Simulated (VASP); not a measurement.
# Pb (Pm-3m) in VASP: single point with r2SCAN

Aim: the single point of Pb with r2SCAN.

All numbers are computed with VASP 6.6.1; they aren't measurements. Logs are shortened: lines on timing, memory, paths and dates and some standing lists are left out, and cuts for length are marked.

## 1. The cell of the first run

It takes space group Pm-3m (No. 221, cubic). The conventional cell has a = 4.704 Å, b = 4.704 Å, c = 4.704 Å, α = 90.00°, β = 90.00°, γ = 90.00°. Pb (site symmetry 4/mmm) has 8 Pb at 3.33 Å within 4.4 Å.

## 2. Single point, r2SCAN

File POSCAR:

```
Pb
1.0
    4.7040887366      0.0000000000      0.0000000000
    0.0000000000      4.7040887366      0.0000000000
    0.0000000000      0.0000000000      4.7040887366
Pb
3
Direct
    0.0000000000      0.5000000000      0.5000000000
    0.5000000000      0.0000000000      0.5000000000
    0.5000000000      0.5000000000      0.0000000000
```

File INCAR.step1:

```
ALGO = Normal
EDIFF = 1E-4
ENCUT = 520
GGA = PE
ISMEAR = 0
LASPH = T
LCHARG = F
LREAL = F
LWAVE = T
NBANDS = 28
NELM = 60
PREC = Accurate
SIGMA = 0.1
```

File INCAR.step2:

```
ALGO = Normal
EDIFF = 1E-6
ENCUT = 520
ISIF = 2
ISMEAR = 0
ISTART = 1
LASPH = T
LCHARG = F
LMIXTAU = T
LREAL = F
LWAVE = F
METAGGA = R2SCAN
NBANDS = 28
NELM = 60
PREC = Accurate
SIGMA = 0.1
```

File KPOINTS:

```
k-points
0
Gamma
  4 4 4
```

Potentials or basis: VASP PAW PBE potentials, release 64 (Pb_d).

Command:

```
> cat potpaw_PBE.64/Pb_d/POTCAR > POTCAR
> cp INCAR.step1 INCAR
> mpirun -np 1 vasp_std > vasp.out
> cp INCAR.step2 INCAR
> mpirun -np 1 vasp_std > vasp.out
```

OUTCAR:

```text
EDIFF = 1E-6
   ENCUT = 520
   ISIF = 2
   ISMEAR = 0
   ISTART = 1
   LASPH = T
   LREAL = F
   METAGGA = R2SCAN
   NELM = 60
   PREC = Accurate

 ion  position               nearest neighbor table
   1  0.000  0.500  0.500-   2 3.33   3 3.33   3 3.33   2 3.33   2 3.33   3 3.33   3 3.33   2 3.33

   2  0.500  0.000  0.500-   1 3.33   3 3.33   3 3.33   1 3.33   3 3.33   3 3.33   1 3.33   1 3.33

   3  0.500  0.500  0.000-   1 3.33   2 3.33   1 3.33   2 3.33   2 3.33   2 3.33   1 3.33   1 3.33

  LATTYP: Found a simple cubic cell.
 ALAT       =     4.7040887366

  Lattice vectors:

 A1 = (   4.7040887366,   0.0000000000,   0.0000000000)
 A2 = (   0.0000000000,   4.7040887366,   0.0000000000)
 A3 = (   0.0000000000,   0.0000000000,   4.7040887366)

Analysis of symmetry for initial positions (statically):
=====================================================================
 Subroutine PRICEL returns:
 Original cell was already a primitive cell.

 Routine SETGRP: Setting up the symmetry group for a
 simple cubic supercell.

 Subroutine GETGRP returns: Found 48 space group operations
 (whereof 48 operations were pure point group operations)
 out of a pool of 48 trial point group operations.

The static configuration has the point symmetry O_h .

Analysis of symmetry for dynamics (positions and initial velocities):
=====================================================================
 Subroutine PRICEL returns:
 Original cell was already a primitive cell.

 Routine SETGRP: Setting up the symmetry group for a
 simple cubic supercell.

 Subroutine GETGRP returns: Found 48 space group operations
 (whereof 48 operations were pure point group operations)
 out of a pool of 48 trial point group operations.

The dynamic configuration has the point symmetry O_h .

 Subroutine INISYM returns: Found 48 space group operations
 (whereof 48 operations are pure point group operations),
 and found     1 'primitive' translations

----------------------------------------------------------------------------------------

                                     Primitive cell

  volume of cell :     104.0942

  direct lattice vectors                    reciprocal lattice vectors
     4.704088737  0.000000000  0.000000000     0.212581024  0.000000000  0.000000000
     0.000000000  4.704088737  0.000000000     0.000000000  0.212581024  0.000000000
     0.000000000  0.000000000  4.704088737     0.000000000  0.000000000  0.212581024

  length of vectors
     4.704088737  4.704088737  4.704088737     0.212581024  0.212581024  0.212581024

  position of ions in fractional coordinates (direct lattice)
     0.000000000  0.500000000  0.500000000
     0.500000000  0.000000000  0.500000000
     0.500000000  0.500000000  0.000000000

  ion indices of the primitive-cell ions
   primitive index   ion index
                 1           1
                 2           2
                 3           3

----------------------------------------------------------------------------------------

 KPOINTS: k-points

Automatic generation of k-mesh.
 Grid dimensions read from file:
 generate k-points for:    4    4    4

 Generating k-lattice:

  Cartesian coordinates                     Fractional coordinates (reciprocal lattice)
     0.053145256  0.000000000  0.000000000     0.250000000  0.000000000  0.000000000
     0.000000000  0.053145256  0.000000000     0.000000000  0.250000000  0.000000000
     0.000000000  0.000000000  0.053145256     0.000000000  0.000000000  0.250000000

  Length of vectors
     0.053145256  0.053145256  0.053145256

  Shift w.r.t. Gamma in fractional coordinates (k-lattice)
     0.000000000  0.000000000  0.000000000

 Subroutine IBZKPT returns following result:
 ===========================================

 Found     10 irreducible k-points:

 Following reciprocal coordinates:
            Coordinates               Weight
  0.000000  0.000000  0.000000      1.000000
  0.250000  0.000000  0.000000      6.000000
  0.500000  0.000000  0.000000      3.000000
  0.250000  0.250000  0.000000     12.000000
  0.500000  0.250000  0.000000     12.000000
  0.500000  0.500000  0.000000      3.000000
  0.250000  0.250000  0.250000      8.000000
  0.500000  0.250000  0.250000     12.000000
  0.500000  0.500000  0.250000      6.000000
  0.500000  0.500000  0.500000      1.000000
   k-points           NKPTS =     10   k-points in BZ     NKDIM =     10   number of bands    NBANDS=     28
   number of dos      NEDOS =    301   number of ions     NIONS =      3
   total plane-waves  NPLWV =  46656
   dimension x,y,z NGX =    36 NGY =   36 NGZ =   36
   dimension x,y,z NGXF=    72 NGYF=   72 NGZF=   72
   ions per type =               3
   NGX,Y,Z   is equivalent  to a cutoff of  12.72, 12.72, 12.72 a.u.
   NGXF,Y,Z  is equivalent  to a cutoff of  25.45, 25.45, 25.45 a.u.
 SYSTEM =  unknown system
   PREC   = accura    normal or accurate (medium, high low for compatibility)
   ISTART =      1    job   : 0-new  1-cont  2-samecut
   ICHARG =      0    charge: 1-file 2-atom 10-const
   ISPIN  =      1    spin polarized calculation?
   LNONCOLLINEAR =      F non collinear calculations
   LSORBIT =      F    spin-orbit coupling
   LASPH  =      T    aspherical Exc in radial PAW
   ENCUT  =  520.0 eV  38.22 Ry    6.18 a.u.   8.75  8.75  8.75*2*pi/ulx,y,z
   NELM   =     60;   NELMIN=  2; NELMDL=  0     # of ELM steps
   EDIFF  = 0.1E-05   stopping-criterion for ELM
   LREAL  =      F    real-space projection
   EDIFFG = 0.1E-04   stopping-criterion for IOM
   NSW    =      0    number of steps for IOM
   IBRION =     -1    ionic relax: 0-MD 1-quasi-New 2-CG
   NFREE  =      0    steps in history (QN), initial steepest desc. (CG)
   ISIF   =      2    stress and relaxation
   ISYM   =      2    0-nonsym 1-usesym 2-fastsym
   POTIM  = 0.5000    time-step for ionic-motion
   TEBEG  =    0.0;   TEEND  =   0.0 temperature during run
   PSTRESS=    0.0 pullay stress
   NELECT =      42.0000    total number of electrons
   NUPDOWN=      -1.0000    fix difference up-down
   EMIN   =  10.00;   EMAX   =-10.00  energy-range for DOS
   EFERMI =   0.00;   METHOD = LEGACY
   ISMEAR =     0;   SIGMA  =   0.10  broadening in eV -4-tet -1-fermi 0-gaus
   EFERMI_NEDOS =   21; number of points for ismear=-14 and -15
   IALGO  =     38    algorithm
   IMIX   =      4    mixing-type and parameters
     AMIX     =   0.40;   BMIX     =  1.00
     AMIX_MAG =   1.60;   BMIX_MAG =  1.00
  volume/ion in A,a.u.               =      34.70       234.15
  Fermi-wavevector in a.u.,A,eV,Ry     =   1.209713  2.286026 19.910848  1.463406
  Thomas-Fermi vector in A             =   2.345282
   LORBIT       =      0    0 simple, 1 ext, 2 COOP (PROOUT), +10 PAW based schemes
   METAGGA = R2SCAN    functional components
   LHFCALC =     F    Hartree Fock is set to
   AEXX    =    0.0000 exact exchange contribution
   IVDW    =     0    specifies the selected vdW correction
   LEPSILON=     F    determine dielectric tensor
   LRPA    =     F    only Hartree local field effects (RPA)
 non-spin polarized calculation
 Gauss-broadening in eV      SIGMA  =   0.10
  energy-cutoff  :      520.00
  volume of cell :      104.09
 maximum number of plane-waves:      2832
 NGX is ok and might be reduce to    36
   NGX = 17   NGY = 17   NGZ = 17

 number of electron      41.9999980 magnetization

 Free energy of the ion-electron system (eV)
  ---------------------------------------------------
  ext. energy  EPLUGINS =         0.00000000
  ---------------------------------------------------
  free energy    TOTEN  =      -168.61472166 eV

  energy without entropy =     -168.59772315  energy(sigma->0) =     -168.60622240

 E-fermi :   5.5749     XC(G=0): -10.0461

 val. band max:        5.5378025657   @ k =   0.2500   0.2500   0.0000
 cond. band min:       5.6303324806   @ k =   0.5000   0.2500   0.2500
 fundamental gap:      0.0925299149
 Fermi energy:         5.5749049578

 k-point     1 :       0.0000    0.0000    0.0000
  band No.  band energies     occupation
      1     -12.1921      2.00000
      2     -12.1921      2.00000
      3     -12.1921      2.00000
      4     -12.1438      2.00000
      5     -12.0023      2.00000
      6     -12.0023      2.00000
[... 20 lines left out ...]
     27      11.4342      0.00000
     28      11.4342      0.00000

 k-point     2 :       0.2500    0.0000    0.0000
  band No.  band energies     occupation
      1     -12.1799      2.00000
      2     -12.1066      2.00000
      3     -12.1066      2.00000
      4     -12.0841      2.00000
      5     -11.9922      2.00000
      6     -11.9488      2.00000
[... 20 lines left out ...]
     27      10.9707      0.00000
     28      10.9707      0.00000

 k-point     3 :       0.5000    0.0000    0.0000
  band No.  band energies     occupation
      1     -12.1669      2.00000
      2     -12.0055      2.00000
      3     -11.9690      2.00000
      4     -11.9215      2.00000
      5     -11.9215      2.00000
      6     -11.8656      2.00000
[... 20 lines left out ...]
     27      11.1105      0.00000
     28      13.3402      0.00000

 k-point     4 :       0.2500    0.2500    0.0000
  band No.  band energies     occupation
      1     -12.1189      2.00000
      2     -12.0967      2.00000
      3     -12.0723      2.00000
      4     -12.0126      2.00000
      5     -11.9663      2.00000
      6     -11.9019      2.00000
[... 144 lines left out ...]
     27      10.9648      0.00000
     28      12.0137      0.00000

 k-point     9 :       0.5000    0.5000    0.2500
  band No.  band energies     occupation
      1     -12.0404      2.00000
      2     -12.0404      2.00000
      3     -12.0224      2.00000
      4     -11.9788      2.00000
      5     -11.9788      2.00000
      6     -11.9699      2.00000
[... 20 lines left out ...]
     27      12.7355      0.00000
     28      13.4640      0.00000

 k-point    10 :       0.5000    0.5000    0.5000
  band No.  band energies     occupation
      1     -12.0640      2.00000
      2     -12.0640      2.00000
      3     -12.0640      2.00000
      4     -12.0143      2.00000
      5     -12.0143      2.00000
      6     -12.0143      2.00000
[... 20 lines left out ...]
     27      13.6389      0.00000
     28      13.6389      0.00000

------------------------ aborting loop because EDIFF is reached ----------------------------------------

  FORCE on cell =-STRESS in cart. coord.  units (eV):
  Direction    XX          YY          ZZ          XY          YZ          ZX
  --------------------------------------------------------------------------------------
  -------------------------------------------------------------------------------------
  Total        0.0424679      0.0424679      0.0424679      0.0000000      0.0000000     -0.0000000
  in kB        0.6536489      0.6536489      0.6536489      0.0000000      0.0000000     -0.0000000
  external PRESSURE =       0.6536489 kB  Pullay stress =       0.0000000 kB

 VOLUME and BASIS-vectors are now :
 -----------------------------------------------------------------------------
  energy-cutoff  :      520.00
  volume of cell :      104.09
      direct lattice vectors                 reciprocal lattice vectors
     4.704088737  0.000000000  0.000000000     0.212581024  0.000000000  0.000000000
     0.000000000  4.704088737  0.000000000     0.000000000  0.212581024  0.000000000
     0.000000000  0.000000000  4.704088737     0.000000000  0.000000000  0.212581024

 POSITION                                       TOTAL-FORCE (eV/Angst)
 -----------------------------------------------------------------------------------
      0.00000      2.35204      2.35204         0.000000      0.000000      0.000000
      2.35204      0.00000      2.35204         0.000000      0.000000      0.000000
      2.35204      2.35204      0.00000         0.000000      0.000000      0.000000
 -----------------------------------------------------------------------------------
    total drift:                                0.000000      0.000000      0.000000

  FREE ENERGIE OF THE ION-ELECTRON SYSTEM (eV)
  ---------------------------------------------------
  free  energy   TOTEN  =      -168.6147216567 eV

  energy  without entropy=     -168.5977231462  energy(sigma->0) =     -168.60622240
```

It took 62 s on 1 thread of AMD EPYC 9R14 (Zen 4), shared host; peak memory 0.18 GiB.

What came out:

| Quantity | Value |
| --- | --- |
| Free energy | -168.6147 eV |
| Pressure | 0.1 GPa |
| Band gap on the k mesh | zero (band 21 reaches 6.59 eV, above the bottom of band 22 at 2.77 eV) |

Levels at points of the mesh, in eV from the Fermi level:
| k point | band 18 | band 19 | band 20 | band 21 | band 22 | band 23 | band 24 | band 25 |
| --- | --- | --- | --- | --- | --- | --- | --- | --- |
| (0.00, 0.00, 0.00) | -6.14 | -2.42 | -2.42 | -2.42 | 3.28 | 3.41 | 3.41 | 3.41 |
| (0.50, 0.00, 0.00) | -5.97 | -1.09 | -1.09 | 0.96 | 1.07 | 1.07 | 1.36 | 1.85 |
| (0.50, 0.50, 0.00) | -8.67 | -3.16 | -0.53 | 1.01 | 1.41 | 1.41 | 1.64 | 1.64 |
| (0.50, 0.50, 0.50) | -8.10 | -4.73 | -2.80 | -2.80 | -2.80 | 2.99 | 7.24 | 7.24 |

Caveat: the PAW data sets were made with another functional, which shifts forces and pressure a little; spin-orbit coupling is left out, which moves the levels of the heavy elements.
